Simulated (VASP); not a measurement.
# TiAl: single point with PBEsol

The system is TiAl.

```
CELL_PARAMETERS angstrom
2.84782 0.00000 0.00000
-1.42391 2.46629 0.00000
0.00000 0.00000 4.61994
ATOMIC_POSITIONS crystal
Ti 0.00000 0.00000 0.99085
Al 0.33333 0.66667 0.51623
```

This cell differs from its parent crystal: mode 6 (341.9 1/cm) frozen in, largest displacement +0.075 Å.

```
Program             : VASP 6.6.1
Task                : single point
Functional          : PBEsol
Potentials or basis : VASP PAW PBE potentials, release 64 (Ti_sv, Al)
Cutoff              : 520 eV
k mesh              : 24 × 24 × 14
Occupations         : gaussian, width 0.15 eV
Spin                : no spin polarisation
```

```yaml
Pressure: 0.7 GPa
Largest_force: 0.882 eV/Å
```

Forces on the atoms (eV/Å):
```
Ti   0.000  0.000  0.882
Al   0.000  0.000 -0.882
```

Stress tensor (GPa, compression positive):
```
0.51 0.00 0.00
0.00 0.51 0.00
0.00 0.00 1.14
```

Levels at points of the mesh, in eV from the Fermi level:
| k point | band 6 | band 7 | band 8 | band 9 | band 10 | band 11 |
| --- | --- | --- | --- | --- | --- | --- |
| (0.00, 0.00, 0.00) | -2.35 | -1.74 | 1.30 | 1.30 | 2.82 | 2.82 |
| (0.50, 0.00, 0.00) | -2.87 | -1.53 | -1.03 | 2.12 | 4.07 | 4.23 |
| (0.00, 0.00, 0.50) | -5.31 | -0.42 | 1.31 | 1.31 | 2.74 | 2.74 |
| (0.50, 0.00, 0.50) | -2.46 | -1.83 | 0.58 | 0.99 | 1.91 | 3.07 |

Run time: 4.4 min on 1 thread of Intel(R) Xeon(R) 6975P-C (Granite Rapids), with other jobs on the host, peak memory 0.46 GiB.

Caveat: the cell differs from its parent crystal (mode 6 (341.9 1/cm) frozen in, largest displacement +0.075 Å); the PAW data sets were made with another functional, which shifts forces and pressure a little.
